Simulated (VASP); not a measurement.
# SiC (Moissanite) (P6_3mc) in VASP: settings compared, part 2 of 2

VASP 6.6.1. Earlier steps stand in the parts before.

### 6 Single point, SVWN5

This run uses another cell than the first one, of 10.14 Å³/atom, 0.943 times its volume.

INCAR

```
PREC = Accurate
ENCUT = 520
EDIFF = 1E-6
ISMEAR = -1
SIGMA = 0.05
LREAL = False
LASPH = True
NELM = 100
ALGO = Normal
ISIF = 2
LWAVE = False
LCHARG = True
GGA = VW
LELF = True
LVHAR = True
NBANDS = 16
```

KPOINTS

```
regular mesh
0
Gamma
  10 10 5
```

POSCAR

```
SiC
1.0
    3.0556993646      0.0000000000      0.0000000000
   -1.5278496823      2.6463132761      0.0000000000
    0.0000000000      0.0000000000      5.0147077429
Si C
2 2
Direct
    0.6666666667      0.3333333333      0.5045934664
    0.3333333333      0.6666666667      0.0045934664
    0.6666666667      0.3333333333      0.8804065336
    0.3333333333      0.6666666667      0.3804065336
```

Potentials or basis: VASP PAW PBE potentials, release 64 (Si, C).

On the command line:

```console
> cat potpaw_PBE.64/Si/POTCAR potpaw_PBE.64/C/POTCAR > POTCAR
> mpirun -np 1 vasp_std > vasp.out
```

OUTCAR:

```text
PREC = Accurate
   ENCUT = 520
   EDIFF = 1E-6
   ISMEAR = -1
   LREAL = False
   LASPH = True
   NELM = 100
   ISIF = 2
   GGA = VW

 ion  position               nearest neighbor table
   1  0.667  0.333  0.505-   4 1.87   4 1.87   4 1.87   3 1.88   2 3.07   2 3.07   2 3.07   2 3.07
                             2 3.07   2 3.07
   2  0.333  0.667  0.005-   3 1.87   3 1.87   3 1.87   4 1.88   1 3.07   1 3.07   1 3.07   1 3.07
                             1 3.07   1 3.07
   3  0.667  0.333  0.880-   2 1.87   2 1.87   2 1.87   1 1.88
   4  0.333  0.667  0.380-   1 1.87   1 1.87   1 1.87   2 1.88

  LATTYP: Found a hexagonal cell.
 ALAT       =     3.0556993646
 C/A-ratio  =     1.6410998415

  Lattice vectors:

 A1 = (   3.0556993646,   0.0000000000,   0.0000000000)
 A2 = (  -1.5278496823,   2.6463132761,   0.0000000000)
 A3 = (   0.0000000000,   0.0000000000,   5.0147077429)

Analysis of symmetry for initial positions (statically):
=====================================================================
 Subroutine PRICEL returns:
 Original cell was already a primitive cell.

 Routine SETGRP: Setting up the symmetry group for a
 hexagonal supercell.

 Subroutine GETGRP returns: Found 12 space group operations
 (whereof  6 operations were pure point group operations)
 out of a pool of 24 trial point group operations.

The static configuration has the point symmetry C_3v.
 The point group associated with its full space group is C_6v.

Analysis of symmetry for dynamics (positions and initial velocities):
=====================================================================
 Subroutine PRICEL returns:
 Original cell was already a primitive cell.

 Routine SETGRP: Setting up the symmetry group for a
 hexagonal supercell.

 Subroutine GETGRP returns: Found 12 space group operations
 (whereof  6 operations were pure point group operations)
 out of a pool of 24 trial point group operations.

The dynamic configuration has the point symmetry C_3v.
 The point group associated with its full space group is C_6v.

 Subroutine INISYM returns: Found 12 space group operations
 (whereof  6 operations are pure point group operations),
 and found     1 'primitive' translations

----------------------------------------------------------------------------------------

                                     Primitive cell

  volume of cell :      40.5506

  direct lattice vectors                    reciprocal lattice vectors
     3.055699365  0.000000000  0.000000000     0.327257325  0.188942105  0.000000000
    -1.527849682  2.646313276  0.000000000     0.000000000  0.377884209  0.000000000
     0.000000000  0.000000000  5.014707743     0.000000000  0.000000000  0.199413416

  length of vectors
     3.055699365  3.055699365  5.014707743     0.377884209  0.377884209  0.199413416

  position of ions in fractional coordinates (direct lattice)
     0.666666667  0.333333333  0.504593466
     0.333333333  0.666666667  0.004593466
     0.666666667  0.333333333  0.880406534
     0.333333333  0.666666667  0.380406534

  ion indices of the primitive-cell ions
   primitive index   ion index
                 1           1
                 2           2
                 3           3
                 4           4

----------------------------------------------------------------------------------------

 KPOINTS: regular mesh

Automatic generation of k-mesh.
 Grid dimensions read from file:
 generate k-points for:   10   10    5

 Generating k-lattice:

  Cartesian coordinates                     Fractional coordinates (reciprocal lattice)
     0.032725732  0.018894210  0.000000000     0.100000000  0.000000000  0.000000000
     0.000000000  0.037788421  0.000000000     0.000000000  0.100000000  0.000000000
     0.000000000  0.000000000  0.039882683     0.000000000  0.000000000  0.200000000

  Length of vectors
     0.037788421  0.037788421  0.039882683

  Shift w.r.t. Gamma in fractional coordinates (k-lattice)
     0.000000000  0.000000000  0.000000000

 Subroutine IBZKPT returns following result:
 ===========================================

 Found     42 irreducible k-points:

 Following reciprocal coordinates:
            Coordinates               Weight
  0.000000  0.000000  0.000000      1.000000
  0.100000 -0.000000  0.000000      6.000000
  0.200000 -0.000000  0.000000      6.000000
  0.300000  0.000000  0.000000      6.000000
  0.400000 -0.000000  0.000000      6.000000
  0.500000 -0.000000  0.000000      3.000000
[... 16 lines left out ...]
  0.300000  0.100000  0.200000     24.000000
  0.400000  0.100000  0.200000     24.000000
 [... further k-points ...]
   k-points           NKPTS =     42   k-points in BZ     NKDIM =     42   number of bands    NBANDS=     16
   number of dos      NEDOS =    301   number of ions     NIONS =      4
   total plane-waves  NPLWV =  23040
   dimension x,y,z NGX =    24 NGY =   24 NGZ =   40
   dimension x,y,z NGXF=    48 NGYF=   48 NGZF=   80
   ions per type =               2   2
   NGX,Y,Z   is equivalent  to a cutoff of  13.06, 13.06, 13.26 a.u.
   NGXF,Y,Z  is equivalent  to a cutoff of  26.11, 26.11, 26.52 a.u.
 SYSTEM =  unknown system
   PREC   = accura    normal or accurate (medium, high low for compatibility)
   ISTART =      0    job   : 0-new  1-cont  2-samecut
   ICHARG =      2    charge: 1-file 2-atom 10-const
   ISPIN  =      1    spin polarized calculation?
   LNONCOLLINEAR =      F non collinear calculations
   LSORBIT =      F    spin-orbit coupling
   LASPH  =      T    aspherical Exc in radial PAW
   ENCUT  =  520.0 eV  38.22 Ry    6.18 a.u.   5.68  5.68  9.32*2*pi/ulx,y,z
   NELM   =    100;   NELMIN=  2; NELMDL= -5     # of ELM steps
   EDIFF  = 0.1E-05   stopping-criterion for ELM
   LREAL  =      F    real-space projection
   EDIFFG = 0.1E-04   stopping-criterion for IOM
   NSW    =      0    number of steps for IOM
   IBRION =     -1    ionic relax: 0-MD 1-quasi-New 2-CG
   NFREE  =      0    steps in history (QN), initial steepest desc. (CG)
   ISIF   =      2    stress and relaxation
   ISYM   =      2    0-nonsym 1-usesym 2-fastsym
   POTIM  = 0.5000    time-step for ionic-motion
   TEBEG  =    0.0;   TEEND  =   0.0 temperature during run
   PSTRESS=    0.0 pullay stress
   NELECT =      16.0000    total number of electrons
   NUPDOWN=      -1.0000    fix difference up-down
   EMIN   =  10.00;   EMAX   =-10.00  energy-range for DOS
   EFERMI =   0.00;   METHOD = LEGACY
   ISMEAR =    -1;   SIGMA  =   0.05  broadening in eV -4-tet -1-fermi 0-gaus
   EFERMI_NEDOS =   21; number of points for ismear=-14 and -15
   IALGO  =     38    algorithm
   IMIX   =      4    mixing-type and parameters
     AMIX     =   0.40;   BMIX     =  1.00
     AMIX_MAG =   1.60;   BMIX_MAG =  1.00
  volume/ion in A,a.u.               =      10.14        68.41
  Fermi-wavevector in a.u.,A,eV,Ry     =   1.200740  2.269070 19.616562  1.441777
  Thomas-Fermi vector in A             =   2.336568
   LORBIT       =      0    0 simple, 1 ext, 2 COOP (PROOUT), +10 PAW based schemes
   GGA     = VW    functional components
   LHFCALC =     F    Hartree Fock is set to
   AEXX    =    0.0000 exact exchange contribution
   IVDW    =     0    specifies the selected vdW correction
   LEPSILON=     F    determine dielectric tensor
   LRPA    =     F    only Hartree local field effects (RPA)
 non-spin polarized calculation
  energy-cutoff  :      520.00
  volume of cell :       40.55
 maximum number of plane-waves:      1105
 NGX is ok and might be reduce to    24
   NGX = 11   NGY = 11   NGZ = 19

 number of electron      15.9999998 magnetization

 Free energy of the ion-electron system (eV)
  ---------------------------------------------------
  ext. energy  EPLUGINS =         0.00000000
  ---------------------------------------------------
  free energy    TOTEN  =       -33.19258425 eV

  energy without entropy =      -33.19258425  energy(sigma->0) =      -33.19258425

 E-fermi :   9.3086     XC(G=0): -11.6290

 val. band max:        8.2838637682   @ k =   0.0000   0.0000   0.0000
 cond. band min:      10.5647626533   @ k =   0.3000   0.3000   0.0000
 fundamental gap:      2.2808988852
 Fermi energy:         9.3085888396

 k-point     1 :       0.0000    0.0000    0.0000
  band No.  band energies     occupation
      1      -7.3821      2.00000
      2      -3.6851      2.00000
      3      -0.5718      2.00000
      4       6.9482      2.00000
      5       6.9482      2.00000
      6       8.1688      2.00000
[... 433 lines left out ...]
      3       0.0703      2.00000
      4       1.6221      2.00000
      5       3.5177      2.00000
      6       4.4583      2.00000
[... 8 lines left out ...]
     15      19.8483      0.00000
     16      21.2553      0.00000

 [... further k-points ...]
[... 5 lines left out ...]
  --------------------------------------------------------------------------------------
  -------------------------------------------------------------------------------------
  Total        0.3415711      0.3415711      0.3480980      0.0000000      0.0000000      0.0000000
  in kB       13.4956621     13.4956621     13.7535424      0.0000000      0.0000000      0.0000000
  external PRESSURE =      13.5816222 kB  Pullay stress =       0.0000000 kB

 VOLUME and BASIS-vectors are now :
 -----------------------------------------------------------------------------
  energy-cutoff  :      520.00
  volume of cell :       40.55
      direct lattice vectors                 reciprocal lattice vectors
     3.055699365  0.000000000  0.000000000     0.327257325  0.188942105  0.000000000
    -1.527849682  2.646313276  0.000000000     0.000000000  0.377884209  0.000000000
     0.000000000  0.000000000  5.014707743     0.000000000  0.000000000  0.199413416

 POSITION                                       TOTAL-FORCE (eV/Angst)
 -----------------------------------------------------------------------------------
      1.52785      0.88210      2.53039         0.000000      0.000000      0.003491
     -0.00000      1.76421      0.02303        -0.000000     -0.000000      0.003491
      1.52785      0.88210      4.41498         0.000000      0.000000     -0.003491
     -0.00000      1.76421      1.90763         0.000000     -0.000000     -0.003491
 -----------------------------------------------------------------------------------
    total drift:                               -0.000000      0.000000     -0.000035

  FREE ENERGIE OF THE ION-ELECTRON SYSTEM (eV)
  ---------------------------------------------------
  free  energy   TOTEN  =       -33.1925842476 eV

  energy  without entropy=      -33.1925842475  energy(sigma->0) =      -33.19258425
```

Run time: 53 s. Hardware: 1 thread of AMD EPYC 7R13, shared host; peak memory 0.12 GiB.

Results:

| Property | Result |
| --- | --- |
| Free energy | -33.1926 eV |
| Pressure | 1.4 GPa |
| Largest force | 0.003 eV/Å |
| Band gap on the k mesh | 2.28 eV, indirect (least direct gap 3.93 eV) |

Forces on the atoms (eV/Å):
```
Si   0.000  0.000  0.003
Si   0.000  0.000  0.003
C    0.000  0.000 -0.003
C    0.000  0.000 -0.003
```

Caveat: the PAW data sets were made with another functional, which shifts forces and pressure a little. A k mesh can miss the band edges.

### 7 Summary

| level | cell | k mesh | smearing | gap on the mesh (eV) | pressure (GPa) | largest force (eV/Å) |
| --- | --- | --- | --- | --- | --- | --- |
| PBEsol+D4 | a = 3.116, b = 3.116, c = 5.114 Å, angles 90.0, 90.0, 120.0°, 4 atoms | 10 × 10 × 5 | fermi-dirac 0.05 eV | 2.38 | -9.7 | 0.68 |
| PBEsol+D3(BJ) | a = 3.059, b = 3.059, c = 5.018 Å, angles 90.0, 90.0, 120.0°, 4 atoms | 10 × 10 × 5 | fermi-dirac 0.05 eV | 2.24 | 0.4 | - |
| PBE | a = 3.076, b = 3.076, c = 5.048 Å, angles 90.0, 90.0, 120.0°, 4 atoms | 7 × 7 × 4 | gaussian 0.05 eV | 2.63 | 3.6 | 0.75 |
| PBE | a = 3.076, b = 3.076, c = 5.048 Å, angles 90.0, 90.0, 120.0°, 4 atoms | 9 × 9 × 5 | gaussian 0.05 eV | 2.32 | 3.6 | 0.75 |
| SVWN5 | a = 3.056, b = 3.056, c = 5.015 Å, angles 90.0, 90.0, 120.0°, 4 atoms | 10 × 10 × 5 | fermi-dirac 0.05 eV | 2.28 | 1.4 | - |

Alike in all rows: task single point; potentials or basis VASP PAW PBE potentials, release 64 (Si, C); no spin polarisation; cutoff (eV) 520.

Caveats: the PAW data sets were made with another functional, which shifts forces and pressure a little (some runs).

Total energies depend on the potentials used, so only differences within one code and one set of settings carry meaning.
